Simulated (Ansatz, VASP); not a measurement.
Two plane-wave programs on TePb

File INCAR:

```
  PREC = Accurate
  ENCUT = 500
  EDIFF = 1E-6
  ISMEAR = 0
  SIGMA = 0.05
  LREAL = False
  LASPH = True
  NELM = 120
  ALGO = Normal
  ISIF = 2
  LWAVE = False
  LCHARG = False
  GGA = PE
  IVDW = 13
  NBANDS = 17
  GGA_COMPAT = False
```

Contents of KPOINTS:

```
Automatic mesh
0
Gamma
  6 6 6
```

Contents of POSCAR:

```
TePb
1.0
    0.0000000000      3.1920366725      3.1920366725
    3.1920366725      0.0000000000      3.1920366725
    3.1920366725      3.1920366725      0.0000000000
Pb Te
1 1
Direct
    0.5000000000      0.5000000000      0.5000000000
    0.0000000000      0.0000000000      0.0000000000
```

Input for Ansatz:

```yaml
crystal:
  lattice:
    - [0.0, 3.1920366725, 3.1920366725]
    - [3.1920366725, 0.0, 3.1920366725]
    - [3.1920366725, 3.1920366725, 0.0]
  atoms:
    - { symbol: Pb, position: [0.5, 0.5, 0.5] }
    - { symbol: Te, position: [0.0, 0.0, 0.0] }
basis:
  ecutwfc: 420
  ecutrho_ratio: 4
kpoints:
  mp_grid: { grid: [6, 6, 6] }
hamiltonian:
  xc: pbe
  dispersion: d4
scf:
  occupations: { method: gaussian, width: 0.05 }
output:
  forces: true
  stress: true
  eigenvalues: true
```

Alike in both runs: task single point; functional PBE; dispersion D4; k mesh 6 × 6 × 6; occupations gaussian, width 0.05 eV; no spin polarisation.

|  | VASP | Ansatz |
| --- | --- | --- |
| version | VASP 6.6.1 | Ansatz 0.2.0 |
| potentials or method | VASP PAW PBE potentials, release 64 (Pb_d, Te), cutoff 500 eV | scalar-relativistic, plane waves, PAW |
| valence electrons in the cell | 20 | 30 |

```tsv
	VASP	Ansatz	Ansatz less VASP
gap on the k mesh at the Fermi level (eV)	0.65	0.65	-0.005
least direct gap on the mesh (eV)	0.65	0.65	-0.005
pressure (GPa)	1.9	1.9	+0.06
```

VASP's potentials hold 20 valence electrons a cell and Ansatz's 30, so a difference there can come from the potentials and not from the codes.

Neither program's run includes spin-orbit coupling.
